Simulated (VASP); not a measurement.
# I (Pm-3n) in VASP: single point with PBEsol

Aim: the single point of I with PBEsol.

All numbers are computed with VASP 6.6.1; they aren't measurements. Logs are shortened: lines on timing, memory, paths and dates and some standing lists are left out, and cuts for length are marked.

## Step 1: The cell of the first run

Symmetry: Pm-3n, No. 223, cubic system. Conventional cell: a = 6.378 Å, b = 6.378 Å, c = 6.378 Å, α = 90.00°, β = 90.00°, γ = 90.00°. I (site symmetry m-3) has 12 I at 3.57 Å within 4.7 Å. I (site symmetry -4m2) has 14 I at 3.19 to 3.91 Å within 4.2 Å.

## Step 2: Single point, PBEsol

File INCAR:

```
PREC = Accurate
ENCUT = 520
EDIFF = 1E-7
ISMEAR = 0
SIGMA = 0.1
LREAL = F
LASPH = T
NELM = 80
ALGO = Normal
ISIF = 2
LWAVE = F
LCHARG = F
GGA = PS
NBANDS = 38
```

File KPOINTS:

```
Automatic mesh
0
Gamma
  6 6 6
```

File POSCAR:

```
I
1.0
    6.3783809665      0.0000000000      0.0000000000
    0.0000000000      6.3783809665      0.0000000000
    0.0000000000      0.0000000000      6.3783809665
I
8
Direct
    0.5000000000      0.5000000000      0.5000000000
    0.0000000000      0.0000000000      0.0000000000
    0.2500000000      0.0000000000      0.5000000000
    0.5000000000      0.2500000000      0.0000000000
    0.5000000000      0.7500000000      0.0000000000
    0.7500000000      0.0000000000      0.5000000000
    0.0000000000      0.5000000000      0.7500000000
    0.0000000000      0.5000000000      0.2500000000
```

Potentials or basis: VASP PAW PBE potentials, release 64 (I).

The run is started by

```sh
$ cat potpaw_PBE.64/I/POTCAR > POTCAR
$ mpirun -np 1 vasp_std > vasp.out
```

OUTCAR:

```text
PREC = Accurate
   ENCUT = 520
   EDIFF = 1E-7
   ISMEAR = 0
   LREAL = F
   LASPH = T
   NELM = 80
   ISIF = 2
   GGA = PS

 ion  position               nearest neighbor table
   1  0.500  0.500  0.500-   3 3.57   4 3.57   5 3.57   6 3.57   7 3.57   8 3.57   4 3.57   5 3.57
                             3 3.57   6 3.57   7 3.57   8 3.57
   2  0.000  0.000  0.000-   3 3.57   4 3.57   5 3.57   6 3.57   7 3.57   8 3.57   3 3.57   6 3.57
                             7 3.57   8 3.57   4 3.57   5 3.57
   3  0.250  0.000  0.500-   6 3.19   6 3.19   1 3.57   2 3.57   1 3.57   2 3.57
   4  0.500  0.250  0.000-   5 3.19   5 3.19   1 3.57   1 3.57   2 3.57   2 3.57
   5  0.500  0.750  0.000-   4 3.19   4 3.19   1 3.57   1 3.57   2 3.57   2 3.57
   6  0.750  0.000  0.500-   3 3.19   3 3.19   1 3.57   2 3.57   1 3.57   2 3.57
   7  0.000  0.500  0.750-   8 3.19   8 3.19   1 3.57   2 3.57   2 3.57   1 3.57
   8  0.000  0.500  0.250-   7 3.19   7 3.19   1 3.57   2 3.57   2 3.57   1 3.57

  LATTYP: Found a simple cubic cell.
 ALAT       =     6.3783809665

  Lattice vectors:

 A1 = (   6.3783809665,   0.0000000000,   0.0000000000)
 A2 = (   0.0000000000,   6.3783809665,   0.0000000000)
 A3 = (   0.0000000000,   0.0000000000,   6.3783809665)

Analysis of symmetry for initial positions (statically):
=====================================================================
 Subroutine PRICEL returns:
 Original cell was already a primitive cell.

 Routine SETGRP: Setting up the symmetry group for a
 simple cubic supercell.

 Subroutine GETGRP returns: Found 48 space group operations
 (whereof 24 operations were pure point group operations)
 out of a pool of 48 trial point group operations.

The static configuration has the point symmetry T_h .
 The point group associated with its full space group is O_h .

Analysis of symmetry for dynamics (positions and initial velocities):
=====================================================================
 Subroutine PRICEL returns:
 Original cell was already a primitive cell.

 Routine SETGRP: Setting up the symmetry group for a
 simple cubic supercell.

 Subroutine GETGRP returns: Found 48 space group operations
 (whereof 24 operations were pure point group operations)
 out of a pool of 48 trial point group operations.

The dynamic configuration has the point symmetry T_h .
 The point group associated with its full space group is O_h .

 Subroutine INISYM returns: Found 48 space group operations
[... 108 lines left out ...]
   IBRION =     -1    ionic relax: 0-MD 1-quasi-New 2-CG
   NFREE  =      0    steps in history (QN), initial steepest desc. (CG)
   ISIF   =      2    stress and relaxation
   ISYM   =      2    0-nonsym 1-usesym 2-fastsym
   POTIM  = 0.5000    time-step for ionic-motion
   TEBEG  =    0.0;   TEEND  =   0.0 temperature during run
   PSTRESS=    0.0 pullay stress
   NELECT =      56.0000    total number of electrons
   NUPDOWN=      -1.0000    fix difference up-down
   EMIN   =  10.00;   EMAX   =-10.00  energy-range for DOS
   EFERMI =   0.00;   METHOD = LEGACY
   ISMEAR =     0;   SIGMA  =   0.10  broadening in eV -4-tet -1-fermi 0-gaus
   EFERMI_NEDOS =   21; number of points for ismear=-14 and -15
   IALGO  =     38    algorithm
   IMIX   =      4    mixing-type and parameters
     AMIX     =   0.40;   BMIX     =  1.00
     AMIX_MAG =   1.60;   BMIX_MAG =  1.00
  volume/ion in A,a.u.               =      32.44       218.90
  Fermi-wavevector in a.u.,A,eV,Ry     =   0.981960  1.855635 13.119351  0.964245
  Thomas-Fermi vector in A             =   2.113006
   LORBIT       =      0    0 simple, 1 ext, 2 COOP (PROOUT), +10 PAW based schemes
   GGA     = PS    functional components
   LHFCALC =     F    Hartree Fock is set to
   AEXX    =    0.0000 exact exchange contribution
   IVDW    =     0    specifies the selected vdW correction
   LEPSILON=     F    determine dielectric tensor
   LRPA    =     F    only Hartree local field effects (RPA)
 non-spin polarized calculation
 Gauss-broadening in eV      SIGMA  =   0.10
  energy-cutoff  :      520.00
  volume of cell :      259.50
 maximum number of plane-waves:      7052
 NGX is ok and might be reduce to    48
   NGX = 23   NGY = 23   NGZ = 23

 number of electron      56.0000008 magnetization

 Free energy of the ion-electron system (eV)
  ---------------------------------------------------
  ext. energy  EPLUGINS =         0.00000000
  ---------------------------------------------------
  free energy    TOTEN  =       -11.52978417 eV

  energy without entropy =      -11.46550945  energy(sigma->0) =      -11.49764681

 E-fermi :   5.3413     XC(G=0):  -9.6129

 val. band max:        5.3410902501   @ k =   0.3333   0.1667   0.0000
 cond. band min:       5.3571601409   @ k =   0.1667   0.1667   0.0000
 fundamental gap:      0.0160698908
 Fermi energy:         5.3412900944

 k-point     1 :       0.0000    0.0000    0.0000
  band No.  band energies     occupation
      1      -8.6809      2.00000
      2      -7.3376      2.00000
      3      -7.3376      2.00000
      4      -7.0351      2.00000
      5      -6.2899      2.00000
      6      -6.1790      2.00000
[... 809 lines left out ...]
     37      12.2972      0.00000
     38      12.2972      0.00000

------------------------ aborting loop because EDIFF is reached ----------------------------------------

  FORCE on cell =-STRESS in cart. coord.  units (eV):
  Direction    XX          YY          ZZ          XY          YZ          ZX
  --------------------------------------------------------------------------------------
  -------------------------------------------------------------------------------------
  Total        0.0002892      0.0002892      0.0002892      0.0000000     -0.0000000     -0.0000000
  in kB        0.0017857      0.0017857      0.0017857      0.0000000     -0.0000000     -0.0000000
  external PRESSURE =       0.0017857 kB  Pullay stress =       0.0000000 kB

 VOLUME and BASIS-vectors are now :
 -----------------------------------------------------------------------------
  energy-cutoff  :      520.00
  volume of cell :      259.50
      direct lattice vectors                 reciprocal lattice vectors
     6.378380966  0.000000000  0.000000000     0.156779597  0.000000000  0.000000000
     0.000000000  6.378380966  0.000000000     0.000000000  0.156779597  0.000000000
     0.000000000  0.000000000  6.378380966     0.000000000  0.000000000  0.156779597

 POSITION                                       TOTAL-FORCE (eV/Angst)
 -----------------------------------------------------------------------------------
      3.18919      3.18919      3.18919        -0.000000      0.000000     -0.000000
      0.00000      0.00000      0.00000        -0.000000      0.000000     -0.000000
      1.59460      0.00000      3.18919        -0.000000      0.000000      0.000000
      3.18919      1.59460      0.00000         0.000000     -0.000000     -0.000000
      3.18919      4.78379      0.00000        -0.000000      0.000000      0.000000
      4.78379      0.00000      3.18919         0.000000     -0.000000     -0.000000
      0.00000      3.18919      4.78379         0.000000      0.000000      0.000000
      0.00000      3.18919      1.59460         0.000000     -0.000000     -0.000000
 -----------------------------------------------------------------------------------
    total drift:                               -0.000000     -0.000000      0.000000

  FREE ENERGIE OF THE ION-ELECTRON SYSTEM (eV)
  ---------------------------------------------------
  free  energy   TOTEN  =       -11.5297841661 eV

  energy  without entropy=      -11.4655094534  energy(sigma->0) =      -11.49764681
```

OSZICAR:

```text
N       E                     dE             d eps       ncg     rms          rms(c)
DAV:   1     0.319742237705E+03    0.31974E+03   -0.21740E+04  1520   0.122E+03
DAV:   2     0.141022581616E+02   -0.30564E+03   -0.29988E+03  2054   0.186E+02
DAV:   3    -0.110988448542E+02   -0.25201E+02   -0.24920E+02  1796   0.587E+01
DAV:   4    -0.116289815606E+02   -0.53014E+00   -0.52944E+00  1758   0.103E+01
DAV:   5    -0.116452137186E+02   -0.16232E-01   -0.16232E-01  1798   0.192E+00    0.138E+01
DAV:   6    -0.115516736295E+02    0.93540E-01   -0.10757E-01  1748   0.116E+00    0.871E+00
DAV:   7    -0.115339293040E+02    0.17744E-01   -0.17773E-01  1712   0.146E+00    0.476E-01
DAV:   8    -0.115297945006E+02    0.41348E-02   -0.21258E-02  1706   0.574E-01    0.416E-01
DAV:   9    -0.115298214242E+02   -0.26924E-04   -0.78893E-04  1760   0.117E-01    0.181E-01
DAV:  10    -0.115297899690E+02    0.31455E-04   -0.88107E-05  1718   0.342E-02    0.779E-02
DAV:  11    -0.115297837635E+02    0.62055E-05   -0.12165E-05  1760   0.167E-02    0.258E-02
DAV:  12    -0.115297841184E+02   -0.35492E-06   -0.28456E-06  1736   0.613E-03    0.482E-03
DAV:  13    -0.115297841661E+02   -0.47776E-07   -0.11580E-07  1114   0.162E-03
   1 F= -.11529784E+02 E0= -.11497647E+02  d E =-.642747E-01
```

stdout:

```text
POSCAR found type information on POSCAR I
 POSCAR found :  1 types and       8 ions
 scaLAPACK will be used
 -----------------------------------------------------------------------------
|                                                                             |
|                                                                             |
|     You enforced a specific xc type in the INCAR file but a different       |
|     I HOPE YOU KNOW WHAT YOU ARE DOING!                                     |
|                                                                             |
 -----------------------------------------------------------------------------

 LDA part: xc-table for (Slater+PW92), standard interpolation
 POSCAR, INCAR and KPOINTS ok, starting setup
 FFT: planning ... GRIDC
 FFT: planning ... GRID_SOFT
 FFT: planning ... GRID
 WAVECAR not read
 entering main loop
```

It used 130 s of CPU time on 1 thread of Intel(R) Xeon(R) Platinum 8259CL CPU @ 2.50GHz (Skylake/Cascade Lake) (shared host).

Results:

```yaml
Free_energy: -11.5298 eV
Pressure: 0.0 GPa
Band_gap_on_the_k_mesh: zero (bands 28 and 29 overlap by 1.11 eV)
```

Caveat: the PAW data sets were made with another functional, which shifts forces and pressure a little; spin-orbit coupling is left out, which moves the levels of the heavy elements.
